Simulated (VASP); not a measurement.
# HPbNO4 (Pmmn) in VASP: settings compared

HPbNO4 is run at these levels: PBEsol+D3(BJ), r2SCAN+D4; tasks: single point.

Program: VASP 6.6.1. These are calculated values, not measurements. Logs are shortened: lines on timing, memory, paths and dates and some standing lists are left out, and cuts for length are marked.

## 1. The cell of the first run

Symmetry: Pmmn, No. 59, orthorhombic system. The conventional cell has a = 4.712 Å, b = 5.347 Å, c = 7.029 Å, α = 90.00°, β = 90.00°, γ = 90.00°. Within 1.3 Å of H (site symmetry mm2) lie 1 O at 0.98 Å. Pb (site symmetry mm2) has 11 O at 2.52 to 3.18 Å and 4 H at 2.85 to 3.01 Å and 1 N at 2.99 Å within 3.3 Å. N (site symmetry mm2) has 3 O at 1.22 to 1.28 Å within 1.6 Å. O (site symmetry mm2) has 1 H at 0.98 Å within 1.3 Å. Within 1.7 Å of O (site symmetry m) lie 1 N at 1.28 Å. Within 1.6 Å of O (site symmetry mm2) lie 1 N at 1.22 Å.

## 2. Single point, PBEsol+D3(BJ)

INCAR

```
SYSTEM = HPbNO4
  ALGO = Normal
  EDIFF = 1E-6
  ENCUT = 520
  GGA = PS
  ISIF = 2
  ISMEAR = -1
  IVDW = 12
  LASPH = .TRUE.
  LCHARG = .TRUE.
  LELF = .TRUE.
  LREAL = .FALSE.
  LVHAR = .TRUE.
  LWAVE = .FALSE.
  NBANDS = 57
  NELM = 80
  PREC = Accurate
  SIGMA = 0.05
```

KPOINTS

```
k-points
0
G
  4 4 3
  0 0 0
```

POSCAR

```
HPbNO4
1.0
    4.7120486878      0.0000000000      0.0000000000
    0.0000000000      5.3470995616      0.0000000000
    0.0000000000      0.0000000000      7.0294517402
H Pb N O
2 2 2 8
Direct
    0.0000000000      0.5000000000      0.2030714015
    0.5000000000      0.0000000000      0.7969285985
    0.5000000000      0.5000000000      0.9359260006
    0.0000000000      0.0000000000      0.0640739994
    0.0000000000      0.0000000000      0.6386230808
    0.5000000000      0.5000000000      0.3613769192
    0.0000000000      0.5000000000      0.0640810896
    0.5000000000      0.0000000000      0.9359189104
    0.0000000000      0.2035480695      0.7331938672
    0.0000000000      0.7964519305      0.7331938672
    0.0000000000      0.0000000000      0.4646960602
    0.5000000000      0.7035480695      0.2668061328
    0.5000000000      0.2964519305      0.2668061328
    0.5000000000      0.5000000000      0.5353039398
```

Potentials or basis: VASP PAW PBE potentials, release 64 (H, Pb_d, N, O).

On the command line:

```bash
> cat potpaw_PBE.64/H/POTCAR potpaw_PBE.64/Pb_d/POTCAR potpaw_PBE.64/N/POTCAR potpaw_PBE.64/O/POTCAR > POTCAR
> mpirun -np 1 vasp_std > vasp.out
```

OUTCAR:

```text
SYSTEM = HPbNO4
   EDIFF = 1E-6
   ENCUT = 520
   GGA = PS
   ISIF = 2
   ISMEAR = -1
   IVDW = 12
   LASPH = .TRUE.
   LREAL = .FALSE.
   NELM = 80
   PREC = Accurate
 IVDW          = 12

 ion  position               nearest neighbor table
   1  0.000  0.500  0.203-   7 0.98
   2  0.500  0.000  0.797-   8 0.98
   3  0.500  0.500  0.936-   7 2.52   7 2.52  13 2.57  12 2.57   8 2.67   8 2.67  14 2.82   4 3.68
                             4 3.68   4 3.68   4 3.68
   4  0.000  0.000  0.064-   8 2.52   8 2.52  10 2.57   9 2.57   7 2.67   7 2.67  11 2.82   3 3.68
                             3 3.68   3 3.68   3 3.68
   5  0.000  0.000  0.639-  11 1.22  10 1.28   9 1.28
   6  0.500  0.500  0.361-  14 1.22  13 1.28  12 1.28
   7  0.000  0.500  0.064-   1 0.98   3 2.52   3 2.52   4 2.67   4 2.67
   8  0.500  0.000  0.936-   2 0.98   4 2.52   4 2.52   3 2.67   3 2.67
   9  0.000  0.204  0.733-   5 1.28   4 2.57
  10  0.000  0.796  0.733-   5 1.28   4 2.57
  11  0.000  0.000  0.465-   5 1.22   4 2.82
  12  0.500  0.704  0.267-   6 1.28   3 2.57
  13  0.500  0.296  0.267-   6 1.28   3 2.57
  14  0.500  0.500  0.535-   6 1.22   3 2.82

  LATTYP: Found a simple orthorhombic cell.
 ALAT       =     4.7120486878
 B/A-ratio  =     1.1347717131
 C/A-ratio  =     1.4918037155

  Lattice vectors:

 A1 = (   4.7120486878,   0.0000000000,   0.0000000000)
 A2 = (   0.0000000000,   5.3470995616,   0.0000000000)
 A3 = (   0.0000000000,   0.0000000000,   7.0294517402)

Analysis of symmetry for initial positions (statically):
=====================================================================
 Subroutine PRICEL returns:
 Original cell was already a primitive cell.

 Routine SETGRP: Setting up the symmetry group for a
 simple orthorhombic supercell.

 Subroutine GETGRP returns: Found  8 space group operations
 (whereof  4 operations were pure point group operations)
 out of a pool of  8 trial point group operations.

The static configuration has the point symmetry C_2v.
 The point group associated with its full space group is D_2h.

Analysis of symmetry for dynamics (positions and initial velocities):
=====================================================================
 Subroutine PRICEL returns:
 Original cell was already a primitive cell.

 Routine SETGRP: Setting up the symmetry group for a
[... 135 lines left out ...]
   NELECT =      88.0000    total number of electrons
   NUPDOWN=      -1.0000    fix difference up-down
   EMIN   =  10.00;   EMAX   =-10.00  energy-range for DOS
   EFERMI =   0.00;   METHOD = LEGACY
   ISMEAR =    -1;   SIGMA  =   0.05  broadening in eV -4-tet -1-fermi 0-gaus
   EFERMI_NEDOS =   21; number of points for ismear=-14 and -15
   IALGO  =     38    algorithm
   IMIX   =      4    mixing-type and parameters
     AMIX     =   0.40;   BMIX     =  1.00
     AMIX_MAG =   1.60;   BMIX_MAG =  1.00
  volume/ion in A,a.u.               =      12.65        85.37
  Fermi-wavevector in a.u.,A,eV,Ry     =   1.296639  2.450293 22.875119  1.681274
  Thomas-Fermi vector in A             =   2.428083
   LORBIT       =      0    0 simple, 1 ext, 2 COOP (PROOUT), +10 PAW based schemes
   GGA     = PS    functional components
   LHFCALC =     F    Hartree Fock is set to
   AEXX    =    0.0000 exact exchange contribution
   IVDW    =    12    specifies the selected vdW correction
   LEPSILON=     F    determine dielectric tensor
   LRPA    =     F    only Hartree local field effects (RPA)
 non-spin polarized calculation
  energy-cutoff  :      520.00
  volume of cell :      177.11
 maximum number of plane-waves:      4790
 NGX is ok and might be reduce to    36
   NGX = 17   NGY = 19   NGZ = 27

 number of electron      87.9999986 magnetization

 Free energy of the ion-electron system (eV)
  ---------------------------------------------------
  ext. energy  EPLUGINS =         0.00000000
  ---------------------------------------------------
  free energy    TOTEN  =       -84.05017135 eV

  energy without entropy =      -84.05017135  energy(sigma->0) =      -84.05017135

 E-fermi :   2.8662     XC(G=0):  -9.5852

 val. band max:        1.7016883797   @ k =   0.5000   0.5000   0.3333
 cond. band min:       4.3784991395   @ k =   0.5000   0.5000   0.0000
 fundamental gap:      2.6768107598
 Fermi energy:         2.8662287829

 k-point     1 :       0.0000    0.0000    0.0000
  band No.  band energies     occupation
      1     -24.3081      2.00000
      2     -24.2578      2.00000
      3     -19.0297      2.00000
      4     -19.0036      2.00000
      5     -18.3449      2.00000
      6     -18.3237      2.00000
[... 1051 lines left out ...]
     55      10.6509      0.00000
     56      10.6509      0.00000
 [bands above 56 left out]

------------------------ aborting loop because EDIFF is reached ----------------------------------------

 Edisp (eV)   -1.26417

 E8    (eV) :    -0.7267

  FORCE on cell =-STRESS in cart. coord.  units (eV):
  Direction    XX          YY          ZZ          XY          YZ          ZX
  --------------------------------------------------------------------------------------
  -------------------------------------------------------------------------------------
  Total      -0.33751     1.25771     2.27774     0.00000     0.00000     0.00000
  in kB      -3.05316    11.37737    20.60465     0.00000     0.00000     0.00000
  external pressure =        9.64 kB  Pullay stress =        0.00 kB

 VOLUME and BASIS-vectors are now :
 -----------------------------------------------------------------------------
  energy-cutoff  :      520.00
  volume of cell :      177.11
      direct lattice vectors                 reciprocal lattice vectors
     4.712048688  0.000000000  0.000000000     0.212221916  0.000000000  0.000000000
     0.000000000  5.347099562  0.000000000     0.000000000  0.187017277  0.000000000
     0.000000000  0.000000000  7.029451740     0.000000000  0.000000000  0.142258605

 POSITION                                       TOTAL-FORCE (eV/Angst)
 -----------------------------------------------------------------------------------
      0.00000      2.67355      1.42748         0.000000     -0.000000      0.141158
      2.35602      0.00000      5.60197         0.000000     -0.000000     -0.141158
      2.35602      2.67355      6.57905         0.000000     -0.000000     -0.036351
      0.00000      0.00000      0.45041         0.000000     -0.000000      0.036351
      0.00000      0.00000      4.48917         0.000000     -0.000000      0.193859
      2.35602      2.67355      2.54028         0.000000     -0.000000     -0.193859
      0.00000      2.67355      0.45045         0.000000     -0.000000     -0.125942
      2.35602      0.00000      6.57900         0.000000     -0.000000      0.125942
      0.00000      1.08839      5.15395         0.000000      0.357289      0.222836
      0.00000      4.25871      5.15395         0.000000     -0.357289      0.222836
      0.00000      0.00000      3.26656         0.000000     -0.000000     -0.671880
      2.35602      3.76194      1.87550         0.000000      0.357289     -0.222836
      2.35602      1.58516      1.87550         0.000000     -0.357289     -0.222836
      2.35602      2.67355      3.76289         0.000000     -0.000000      0.671880
 -----------------------------------------------------------------------------------
    total drift:                                0.000000      0.000000      0.000000

  FREE ENERGIE OF THE ION-ELECTRON SYSTEM (eV)
  ---------------------------------------------------
  free  energy   TOTEN  =       -85.3143370394 eV

  energy  without entropy=      -85.3143370394  energy(sigma->0) =      -85.31433704
```

Run time: 6.7 min. Hardware: 1 thread of Intel Xeon 8259CL, shared host; peak memory 0.36 GiB.

Results:

```yaml
Free_energy: -85.3143 eV
Pressure: 1.0 GPa
Largest_force: 0.672 eV/Å
Band_gap_on_the_k_mesh: 2.68 eV
Dispersion_energy_per_atom: -0.090 eV
```

Forces on the atoms (eV/Å):
```
H    0.000  0.000  0.141
H    0.000  0.000 -0.141
Pb   0.000  0.000 -0.036
Pb   0.000  0.000  0.036
N    0.000  0.000  0.194
N    0.000  0.000 -0.194
O    0.000  0.000 -0.126
O    0.000  0.000  0.126
O    0.000  0.357  0.223
O    0.000 -0.357  0.223
O    0.000  0.000 -0.672
O    0.000  0.357 -0.223
O    0.000 -0.357 -0.223
O    0.000  0.000  0.672
```

Caveat: the standard files for N, O and F lose accuracy on very short bonds; the PAW data sets were made with another functional, which shifts forces and pressure a little; spin-orbit coupling is left out, which moves the levels of the heavy elements.

## 3. Single point, r2SCAN+D4

This run uses another cell than the first one, of 13.01 Å³/atom.

POSCAR

```
HPbNO4
1.0
    4.7192756958      0.0000000000      0.0000000000
    0.0000000000      5.4305788782      0.0000000000
    0.0000000000      0.0000000000      7.1050252545
H Pb N O
2 2 2 8
Direct
    0.0000000000      0.5000000000      0.1974543021
    0.5000000000      0.0000000000      0.8025456979
    0.5000000000      0.5000000000      0.9287368387
    0.0000000000      0.0000000000      0.0712631613
    0.0000000000      0.0000000000      0.6444620710
    0.5000000000      0.5000000000      0.3555379290
    0.0000000000      0.5000000000      0.0615743117
    0.5000000000      0.0000000000      0.9384256883
    0.0000000000      0.1998579929      0.7378893989
    0.0000000000      0.8001420071      0.7378893989
    0.0000000000      0.0000000000      0.4727358074
    0.5000000000      0.6998579929      0.2621106011
    0.5000000000      0.3001420071      0.2621106011
    0.5000000000      0.5000000000      0.5272641926
```

INCAR.step1

```
PREC = Accurate
ENCUT = 520
ISMEAR = -1
SIGMA = 0.05
LREAL = False
LASPH = True
NELM = 100
NBANDS = 57
GGA = PE
ALGO = Normal
EDIFF = 1E-4
LWAVE = True
LCHARG = False
```

INCAR.step2

```
PREC = Accurate
ENCUT = 520
EDIFF = 1E-6
ISMEAR = -1
SIGMA = 0.05
LREAL = False
LASPH = True
NELM = 100
ALGO = Normal
ISIF = 2
LWAVE = False
LCHARG = True
METAGGA = R2SCAN
LMIXTAU = True
IVDW = 13
VDW_S6 = 1.0
VDW_S8 = 0.6018749
VDW_A1 = 0.51559235
VDW_A2 = 5.77342911
LELF = True
LVHAR = True
NBANDS = 57
ISTART = 1
```

KPOINTS

```
regular mesh
0
Gamma
  4 4 3
```

Potentials or basis: VASP PAW PBE potentials, release 64 (H, Pb_d, N, O).

On the command line:

```bash
> cat potpaw_PBE.64/H/POTCAR potpaw_PBE.64/Pb_d/POTCAR potpaw_PBE.64/N/POTCAR potpaw_PBE.64/O/POTCAR > POTCAR
> cp INCAR.step1 INCAR
> mpirun -np 1 vasp_std > vasp.out
> cp INCAR.step2 INCAR
> mpirun -np 1 vasp_std > vasp.out
```

Wall time 9.5 min (1 thread of Intel Xeon Platinum 8259CL at 2.50GHz (Skylake/Cascade Lake), shared host); peak memory 0.39 GiB.

The run converged. Its results:

```yaml
Free_energy: -196.6206 eV
Pressure: 1.2 GPa
Largest_force: 0.771 eV/Å
Band_gap_on_the_k_mesh: 3.22 eV
Dispersion_energy_per_atom: -0.054 eV
```

Forces in eV/Å, atoms in the order of the input:
```
H    0.000  0.000  0.193
H    0.000  0.000 -0.193
Pb   0.000  0.000 -0.060
Pb   0.000  0.000  0.060
N    0.000  0.000  0.210
N    0.000  0.000 -0.210
O    0.000  0.000 -0.169
O    0.000  0.000  0.169
O    0.000  0.420  0.256
O    0.000 -0.420  0.256
O    0.000  0.000 -0.771
O    0.000  0.420 -0.256
O    0.000 -0.420 -0.256
O    0.000  0.000  0.771
```

Stress tensor (GPa, compression positive):
```
-0.24  0.00  0.00
 0.00  1.37  0.00
 0.00  0.00  2.43
```

Levels at points of the mesh, in eV from the valence-band top:
| k point | band 40 | band 41 | band 42 | band 43 | band 44 | band 45 | band 46 | band 47 | band 48 | band 49 |
| --- | --- | --- | --- | --- | --- | --- | --- | --- | --- | --- |
| (0.00, 0.00, 0.00) | -1.77 | -1.57 | -1.36 | -0.49 | -0.11 | 3.39 | 4.16 | 5.68 | 5.90 | 6.49 |
| (0.50, 0.00, 0.00) | -1.45 | -0.68 | -0.68 | -0.31 | -0.31 | 3.83 | 3.83 | 5.53 | 5.53 | 6.78 |
| (0.00, 0.50, 0.00) | -1.33 | -0.76 | -0.76 | -0.37 | -0.37 | 3.98 | 3.98 | 4.74 | 4.74 | 6.19 |
| (0.50, 0.50, 0.00) | -1.33 | -0.52 | -0.52 | 0.00 | 0.00 | 3.22 | 3.22 | 4.90 | 4.90 | 6.74 |

Caveat: the standard files for N, O and F lose accuracy on very short bonds; the PAW data sets were made with another functional, which shifts forces and pressure a little; spin-orbit coupling is left out, which moves the levels of the heavy elements.
